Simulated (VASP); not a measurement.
# Si2Ni (Fm-3m) in VASP: further runs

The runs below take Si2Ni through single point, with PBE.

Program: VASP 6.6.1. These are calculated values, not measurements. Logs are shortened: lines on timing, memory, paths and dates and some standing lists are left out, and cuts for length are marked.

## 1. The cell of the first run

Symmetry: Fm-3m, No. 225, cubic system. The conventional cell has a = 5.443 Å, b = 5.443 Å, c = 5.443 Å, α = 90.00°, β = 90.00°, γ = 90.00°. Si (site symmetry -43m) has 4 Ni at 2.36 Å and 6 Si at 2.72 Å within 3.1 Å. Ni (site symmetry m-3m) has 8 Si at 2.36 Å within 3.1 Å.

## 2. Single point, PBE

INCAR

```
PREC = Accurate ; ENCUT = 520
EDIFF = 1E-6 ; ISMEAR = 0
SIGMA = 0.05 ; LREAL = False
LASPH = True ; NELM = 100
ALGO = Normal ; ISIF = 2
LWAVE = False ; LCHARG = False
GGA = PE ; NBANDS = 16
```

KPOINTS

```
regular mesh
0
Gamma
  12 12 12
```

POSCAR

```
Si2Ni
1.0
    0.0000000000      2.7216542978      2.7216542978
    2.7216542978      0.0000000000      2.7216542978
    2.7216542978      2.7216542978      0.0000000000
Si Ni
2 1
Direct
    0.2500000000      0.2500000000      0.2500000000
    0.7500000000      0.7500000000      0.7500000000
    0.0000000000      0.0000000000      0.0000000000
```

Potentials or basis: VASP PAW PBE potentials, release 64 (Si, Ni).

Started as:

```
$ cat potpaw_PBE.64/Si/POTCAR potpaw_PBE.64/Ni/POTCAR > POTCAR
$ mpirun -np 1 vasp_std > vasp.out
```

OUTCAR:

```text
PREC = Accurate
   ENCUT = 520
   EDIFF = 1E-6
   ISMEAR = 0
   LREAL = False
   LASPH = True
   NELM = 100
   ISIF = 2
   GGA = PE

 ion  position               nearest neighbor table
   1  0.250  0.250  0.250-   3 2.36   3 2.36   3 2.36   3 2.36   2 2.72   2 2.72   2 2.72   2 2.72
                             2 2.72   2 2.72
   2  0.750  0.750  0.750-   3 2.36   3 2.36   3 2.36   3 2.36   1 2.72   1 2.72   1 2.72   1 2.72
                             1 2.72   1 2.72
   3  0.000  0.000  0.000-   2 2.36   2 2.36   2 2.36   1 2.36   1 2.36   1 2.36   2 2.36   1 2.36

  LATTYP: Found a face centered cubic cell.
 ALAT       =     5.4433085956

  Lattice vectors:

 A1 = (   0.0000000000,   2.7216542978,   2.7216542978)
 A2 = (   2.7216542978,   0.0000000000,   2.7216542978)
 A3 = (   2.7216542978,   2.7216542978,   0.0000000000)

Analysis of symmetry for initial positions (statically):
=====================================================================
 Subroutine PRICEL returns:
 Original cell was already a primitive cell.

 Routine SETGRP: Setting up the symmetry group for a
 face centered cubic supercell.

 Subroutine GETGRP returns: Found 48 space group operations
[... 9 lines left out ...]

 Routine SETGRP: Setting up the symmetry group for a
 face centered cubic supercell.

 Subroutine GETGRP returns: Found 48 space group operations
[... 11 lines left out ...]
                                     Primitive cell

  volume of cell :      40.3208

  direct lattice vectors                    reciprocal lattice vectors
     0.000000000  2.721654298  2.721654298    -0.183711796  0.183711796  0.183711796
     2.721654298  0.000000000  2.721654298     0.183711796 -0.183711796  0.183711796
     2.721654298  2.721654298  0.000000000     0.183711796  0.183711796 -0.183711796

  length of vectors
     3.849000420  3.849000420  3.849000420     0.318198165  0.318198165  0.318198165

  position of ions in fractional coordinates (direct lattice)
     0.250000000  0.250000000  0.250000000
     0.750000000  0.750000000  0.750000000
     0.000000000  0.000000000  0.000000000

  ion indices of the primitive-cell ions
   primitive index   ion index
                 1           1
                 2           2
                 3           3

----------------------------------------------------------------------------------------

 KPOINTS: regular mesh

Automatic generation of k-mesh.
 Grid dimensions read from file:
 generate k-points for:   12   12   12

 Generating k-lattice:

  Cartesian coordinates                     Fractional coordinates (reciprocal lattice)
    -0.015309316  0.015309316  0.015309316     0.083333333  0.000000000  0.000000000
     0.015309316 -0.015309316  0.015309316     0.000000000  0.083333333  0.000000000
     0.015309316  0.015309316 -0.015309316     0.000000000  0.000000000  0.083333333

  Length of vectors
     0.026516514  0.026516514  0.026516514

  Shift w.r.t. Gamma in fractional coordinates (k-lattice)
     0.000000000  0.000000000  0.000000000

 Subroutine IBZKPT returns following result:
 ===========================================

 Found     72 irreducible k-points:

 Following reciprocal coordinates:
            Coordinates               Weight
  0.000000  0.000000  0.000000      1.000000
  0.083333  0.000000  0.000000      8.000000
  0.166667  0.000000  0.000000      8.000000
  0.250000  0.000000  0.000000      8.000000
  0.333333  0.000000  0.000000      8.000000
  0.416667  0.000000  0.000000      8.000000
[... 16 lines left out ...]
  0.500000  0.166667  0.000000     24.000000
 -0.416667  0.166667  0.000000     24.000000
 [... further k-points ...]
   k-points           NKPTS =     72   k-points in BZ     NKDIM =     72   number of bands    NBANDS=     16
   number of dos      NEDOS =    301   number of ions     NIONS =      3
   total plane-waves  NPLWV =  27000
   dimension x,y,z NGX =    30 NGY =   30 NGZ =   30
   dimension x,y,z NGXF=    60 NGYF=   60 NGZF=   60
   ions per type =               2   1
   NGX,Y,Z   is equivalent  to a cutoff of  12.96, 12.96, 12.96 a.u.
   NGXF,Y,Z  is equivalent  to a cutoff of  25.92, 25.92, 25.92 a.u.
 SYSTEM =  unknown system
   PREC   = accura    normal or accurate (medium, high low for compatibility)
   ISTART =      0    job   : 0-new  1-cont  2-samecut
   ICHARG =      2    charge: 1-file 2-atom 10-const
   ISPIN  =      1    spin polarized calculation?
   LNONCOLLINEAR =      F non collinear calculations
   LSORBIT =      F    spin-orbit coupling
   LASPH  =      T    aspherical Exc in radial PAW
   ENCUT  =  520.0 eV  38.22 Ry    6.18 a.u.   7.16  7.16  7.16*2*pi/ulx,y,z
   NELM   =    100;   NELMIN=  2; NELMDL= -5     # of ELM steps
   EDIFF  = 0.1E-05   stopping-criterion for ELM
   LREAL  =      F    real-space projection
   EDIFFG = 0.1E-04   stopping-criterion for IOM
   NSW    =      0    number of steps for IOM
   IBRION =     -1    ionic relax: 0-MD 1-quasi-New 2-CG
   NFREE  =      0    steps in history (QN), initial steepest desc. (CG)
   ISIF   =      2    stress and relaxation
   ISYM   =      2    0-nonsym 1-usesym 2-fastsym
   POTIM  = 0.5000    time-step for ionic-motion
   TEBEG  =    0.0;   TEEND  =   0.0 temperature during run
   PSTRESS=    0.0 pullay stress
   NELECT =      18.0000    total number of electrons
   NUPDOWN=      -1.0000    fix difference up-down
   EMIN   =  10.00;   EMAX   =-10.00  energy-range for DOS
   EFERMI =   0.00;   METHOD = LEGACY
   ISMEAR =     0;   SIGMA  =   0.05  broadening in eV -4-tet -1-fermi 0-gaus
   EFERMI_NEDOS =   21; number of points for ismear=-14 and -15
   IALGO  =     38    algorithm
   IMIX   =      4    mixing-type and parameters
     AMIX     =   0.40;   BMIX     =  1.00
     AMIX_MAG =   1.60;   BMIX_MAG =  1.00
  volume/ion in A,a.u.               =      13.44        90.70
  Fermi-wavevector in a.u.,A,eV,Ry     =   1.251188  2.364403 21.299545  1.565472
  Thomas-Fermi vector in A             =   2.385148
   LORBIT       =      0    0 simple, 1 ext, 2 COOP (PROOUT), +10 PAW based schemes
   GGA     = PE    functional components
   LHFCALC =     F    Hartree Fock is set to
   AEXX    =    0.0000 exact exchange contribution
   IVDW    =     0    specifies the selected vdW correction
   LEPSILON=     F    determine dielectric tensor
   LRPA    =     F    only Hartree local field effects (RPA)
 non-spin polarized calculation
 Gauss-broadening in eV      SIGMA  =   0.05
  energy-cutoff  :      520.00
  volume of cell :       40.32
 maximum number of plane-waves:      1106
 NGX is ok and might be reduce to    30
   NGX = 15   NGY = 15   NGZ = 15

 number of electron      17.9999991 magnetization

 Free energy of the ion-electron system (eV)
  ---------------------------------------------------
  ext. energy  EPLUGINS =         0.00000000
  ---------------------------------------------------
  free energy    TOTEN  =       -17.36623789 eV

  energy without entropy =      -17.36467457  energy(sigma->0) =      -17.36545623

 E-fermi :  10.1071     XC(G=0): -11.4921

 val. band max:       10.0911742390   @ k =  -0.4167   0.4167   0.0000
 cond. band min:      10.1149588723   @ k =   0.5000   0.3333   0.0000
 fundamental gap:      0.0237846333
 Fermi energy:        10.1071384655

 k-point     1 :       0.0000    0.0000    0.0000
  band No.  band energies     occupation
      1      -3.5068      2.00000
      2       5.0825      2.00000
      3       5.0825      2.00000
      4       5.0825      2.00000
      5       6.7532      2.00000
      6       6.7532      2.00000
[... 8 lines left out ...]
     15      14.8308      0.00000
     16      14.8308      0.00000

 k-point     2 :       0.0833    0.0000    0.0000
  band No.  band energies     occupation
      1      -3.4054      2.00000
      2       4.8648      2.00000
      3       5.1149      2.00000
      4       5.1149      2.00000
      5       6.7343      2.00000
      6       6.7343      2.00000
[... 8 lines left out ...]
     15      14.4774      0.00000
     16      14.6619      0.00000

 k-point     3 :       0.1667    0.0000    0.0000
  band No.  band energies     occupation
      1      -3.1029      2.00000
      2       4.2610      2.00000
      3       5.2038      2.00000
      4       5.2038      2.00000
      5       6.6937      2.00000
      6       6.6937      2.00000
[... 8 lines left out ...]
     15      14.5914      0.00000
     16      15.0739      0.00000

 k-point     4 :       0.2500    0.0000    0.0000
  band No.  band energies     occupation
      1      -2.6048      2.00000
      2       3.3614      2.00000
      3       5.3224      2.00000
      4       5.3224      2.00000
      5       6.6750      2.00000
      6       6.6750      2.00000
[... 8 lines left out ...]
     15      15.5967      0.00000
     16      16.2508      0.00000

 k-point     5 :       0.3333    0.0000    0.0000
  band No.  band energies     occupation
      1      -1.9218      2.00000
      2       2.2734      2.00000
      3       5.4277      2.00000
      4       5.4277      2.00000
      5       6.7289      2.00000
      6       6.7289      2.00000
[... 8 lines left out ...]
     15      16.8918      0.00000
     16      17.5060      0.00000

 k-point     6 :       0.4167    0.0000    0.0000
  band No.  band energies     occupation
      1      -1.0781      2.00000
      2       1.1319      2.00000
      3       5.4873      2.00000
      4       5.4873      2.00000
      5       6.6662      2.00000
      6       6.8534      2.00000
[... 8 lines left out ...]
     15      18.3119      0.00000
     16      18.8975      0.00000

 k-point     7 :       0.5000    0.0000    0.0000
  band No.  band energies     occupation
      1      -0.3185      2.00000
      2       0.2637      2.00000
      3       5.5041      2.00000
      4       5.5041      2.00000
      5       6.5400      2.00000
      6       6.9308      2.00000
[... 8 lines left out ...]
     15      19.3004      0.00000
     16      20.0636      0.00000

 k-point     8 :       0.0833    0.0833    0.0000
  band No.  band energies     occupation
      1      -3.3716      2.00000
      2       4.8671      2.00000
      3       5.0942      2.00000
      4       5.0942      2.00000
      5       6.6714      2.00000
      6       6.7784      2.00000
[... 8 lines left out ...]
     15      15.0185      0.00000
     16      15.0185      0.00000

 k-point     9 :       0.1667    0.0833    0.0000
  band No.  band energies     occupation
      1      -3.1362      2.00000
      2       4.4437      2.00000
      3       5.1364      2.00000
      4       5.1725      2.00000
      5       6.5746      2.00000
      6       6.7898      2.00000
[... 8 lines left out ...]
     15      15.1768      0.00000
     16      15.3075      0.00000
[... 172 lines left out ...]
 k-point    19 :       0.1667    0.1667    0.0000
  band No.  band energies     occupation
      1      -2.9686      2.00000
      2       4.3642      2.00000
      3       5.1360      2.00000
      4       5.1360      2.00000
      5       6.3969      2.00000
      6       6.8478      2.00000
[... 8 lines left out ...]
     15      15.9653      0.00000
     16      15.9653      0.00000

 k-point    20 :       0.2500    0.1667    0.0000
  band No.  band energies     occupation
      1      -2.6031      2.00000
      2       3.8883      2.00000
      3       5.1942      2.00000
      4       5.2183      2.00000
      5       6.1927      2.00000
      6       6.8850      2.00000
[... 8 lines left out ...]
     15      16.9359      0.00000
     16      17.0388      0.00000

 k-point    21 :       0.3333    0.1667    0.0000
  band No.  band energies     occupation
      1      -2.0472      2.00000
      2       3.0973      2.00000
      3       5.2890      2.00000
      4       5.2941      2.00000
      5       6.0387      2.00000
      6       6.9275      2.00000
[... 8 lines left out ...]
     15      18.1444      0.00000
     16      18.3707      0.00000

 k-point    22 :       0.4167    0.1667    0.0000
  band No.  band energies     occupation
      1      -1.3153      2.00000
      2       2.0954      2.00000
      3       5.2248      2.00000
      4       5.4145      2.00000
      5       5.9651      2.00000
      6       6.7968      2.00000
[... 8 lines left out ...]
     15      19.4102      0.00000
     16      19.7758      0.00000

 k-point    23 :       0.5000    0.1667    0.0000
  band No.  band energies     occupation
      1      -0.4432      2.00000
      2       1.0291      2.00000
      3       5.0382      2.00000
      4       5.5388      2.00000
      5       5.9301      2.00000
      6       6.7678      2.00000
[... 8 lines left out ...]
     15      19.5618      0.00000
     16      20.0691      0.00000

 k-point    24 :      -0.4167    0.1667    0.0000
  band No.  band energies     occupation
      1      -0.1459      2.00000
      2       0.6930      2.00000
      3       4.8455      2.00000
      4       5.6576      2.00000
      5       6.0444      2.00000
      6       6.6809      2.00000
[... 8 lines left out ...]
     15      18.1488      0.00000
     16      18.5043      0.00000

 [... further k-points ...]

------------------------ aborting loop because EDIFF is reached ----------------------------------------

  FORCE on cell =-STRESS in cart. coord.  units (eV):
  Direction    XX          YY          ZZ          XY          YZ          ZX
  --------------------------------------------------------------------------------------
  -------------------------------------------------------------------------------------
  Total       -0.0328206     -0.0328206     -0.0328206     -0.0000000      0.0000000     -0.0000000
  in kB       -1.3041511     -1.3041511     -1.3041511     -0.0000000      0.0000000     -0.0000000
  external PRESSURE =      -1.3041511 kB  Pullay stress =       0.0000000 kB

 VOLUME and BASIS-vectors are now :
 -----------------------------------------------------------------------------
  energy-cutoff  :      520.00
  volume of cell :       40.32
      direct lattice vectors                 reciprocal lattice vectors
     0.000000000  2.721654298  2.721654298    -0.183711796  0.183711796  0.183711796
     2.721654298  0.000000000  2.721654298     0.183711796 -0.183711796  0.183711796
     2.721654298  2.721654298  0.000000000     0.183711796  0.183711796 -0.183711796

 POSITION                                       TOTAL-FORCE (eV/Angst)
 -----------------------------------------------------------------------------------
      1.36083      1.36083      1.36083        -0.000000     -0.000000     -0.000000
      4.08248      4.08248      4.08248         0.000000      0.000000      0.000000
      0.00000      0.00000      0.00000        -0.000000     -0.000000     -0.000000
 -----------------------------------------------------------------------------------
    total drift:                                0.000000     -0.000000     -0.000000

  FREE ENERGIE OF THE ION-ELECTRON SYSTEM (eV)
  ---------------------------------------------------
  free  energy   TOTEN  =       -17.3662378896 eV

  energy  without entropy=      -17.3646745707  energy(sigma->0) =      -17.36545623
```

Run time: 51 s. Hardware: 1 thread of Intel Xeon 6975P-C, shared host; peak memory 0.19 GiB.

Results:

* Free energy: -17.3662 eV
* Pressure: -0.1 GPa
* Band gap on the k mesh: zero (band 9 reaches 11.82 eV, above the bottom of band 10 at 9.68 eV)

Spin polarisation is off, so any magnetic state and its effect on volume and gap are missing.

[end of part 1 of 2]
